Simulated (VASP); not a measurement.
Wanted: the native input for a VASP 6.6.1 run.

| Quantity | Value |
| --- | --- |
| Task | single point |
| Functional | PBE |
| Potentials or basis | VASP PAW PBE potentials, release 64 (Ga_d) |
| Cutoff | 520 eV |
| k mesh | 14 × 14 × 11 |
| Occupations | fermi-dirac, width 0.05 eV |
| Spin | no spin polarisation |
| Dipole correction | no |
| Further INCAR settings | ALGO = Normal; EDIFF = 1e-06; NBANDS = 20 |

The structure of Ga lies in POSCAR:

```
Ga
1.0
    1.3921592073     -4.0531663400      0.0000000000
    1.3921592073      4.0531663400      0.0000000000
   -0.1182278372      0.0000000000      3.3519831592
Ga
2
Direct
    0.8690000000      0.1310000000      0.2500000000
    0.1310000000      0.8690000000      0.7500000000
```

These files were run (other wordings do the same):

INCAR

```
ALGO = Normal ; EDIFF = 1E-6
ENCUT = 520 ; GGA = PE
ISIF = 2 ; ISMEAR = -1
LASPH = True ; LCHARG = True
LELF = True ; LREAL = False
LVHAR = True ; LWAVE = False
NBANDS = 20 ; NELM = 60
PREC = Accurate ; SIGMA = 0.05
```

KPOINTS

```
k-points
0
Gamma
  14 14 11
```

Potentials or basis: VASP PAW PBE potentials, release 64 (Ga_d).

Command:

```console
$ cat potpaw_PBE.64/Ga_d/POTCAR > POTCAR
$ mpirun -np 1 vasp_std > vasp.out
```

It gave:

* Pressure: 0.8 GPa
* Largest force: 0.179 eV/Å
* Band gap on the k mesh: zero (bands 13 and 14 overlap by 7.86 eV)

It took 2.1 min on 1 thread of Intel(R) Xeon(R) 6975P-C (Granite Rapids) (shared host), peak memory 0.45 GiB.
